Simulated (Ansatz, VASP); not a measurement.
CsPbCl3 in VASP and in Ansatz

The input INCAR:

```
PREC = Accurate
ENCUT = 500
EDIFF = 1E-6
ISMEAR = -1
SIGMA = 0.05
LREAL = F
LASPH = T
NELM = 120
ALGO = Normal
ISIF = 2
LWAVE = F
LCHARG = F
GGA = LIBXC
LIBXC1 = GGA_X_B88
LIBXC2 = GGA_C_PBE
NBANDS = 30
GGA_COMPAT = F
```

The input KPOINTS:

```
regular mesh
0
Gamma
  5 5 5
```

File POSCAR:

```
CsPbCl3
1.0
    5.6787584584      0.0000000000      0.0000000000
    0.0000000000      5.6787584584      0.0000000000
    0.0000000000      0.0000000000      5.6787584584
Pb Cs Cl
1 1 3
Direct
    0.5000000000      0.5000000000      0.5000000000
    0.0000000000      0.0000000000      0.0000000000
    0.5000000000      0.0000000000      0.5000000000
    0.0000000000      0.5000000000      0.5000000000
    0.5000000000      0.5000000000      0.0000000000
```

input.yaml

```yaml
crystal:
  lattice:
    - [5.6787584584, 0.0, 0.0]
    - [0.0, 5.6787584584, 0.0]
    - [0.0, 0.0, 5.6787584584]
  atoms:
    - { symbol: Pb, position: [0.5, 0.5, 0.5] }
    - { symbol: Cs, position: [0.0, 0.0, 0.0] }
    - { symbol: Cl, position: [0.5, 0.0, 0.5] }
    - { symbol: Cl, position: [0.0, 0.5, 0.5] }
    - { symbol: Cl, position: [0.5, 0.5, 0.0] }
hamiltonian:
  xc: { exchange: b88, correlation: pbe }
  pseudopotentials: { kind: paw }
kpoints:
  mp_grid: { grid: [5, 5, 5] }
scf:
  occupations: { method: fermi_dirac, width: 0.05 }
output:
  forces: true
  stress: true
  eigenvalues: true
```

Alike in both runs: task single point; functional b88 exchange, pbe correlation; k mesh 5 × 5 × 5; occupations fermi-dirac, width 0.05 eV; no spin polarisation.

```csv
,VASP,Ansatz
version,VASP 6.6.1,Ansatz 0.2.0
potentials or method,"VASP PAW PBE potentials, release 64 (Pb_d, Cs_sv, Cl)",Ansatz PAW
plane-wave cutoff (eV),500,420
valence electrons in the cell,44,44
```

|  | VASP | Ansatz | Ansatz less VASP |
| --- | --- | --- | --- |
| gap on the k mesh at the Fermi level (eV) | 3.06 | 3.05 | -0.009 |
| least direct gap on the mesh (eV) | 3.06 | 3.05 | -0.009 |
| pressure (GPa) | 0.8 | 0.9 | +0.06 |

VASP's potentials were made for PBE, not for b88 exchange, pbe correlation.

Neither program's run includes spin-orbit coupling. Noted on Ansatz's run: odd divisions of the mesh miss points on the zone boundary, where band edges often lie, so the gap on the mesh can be too wide.
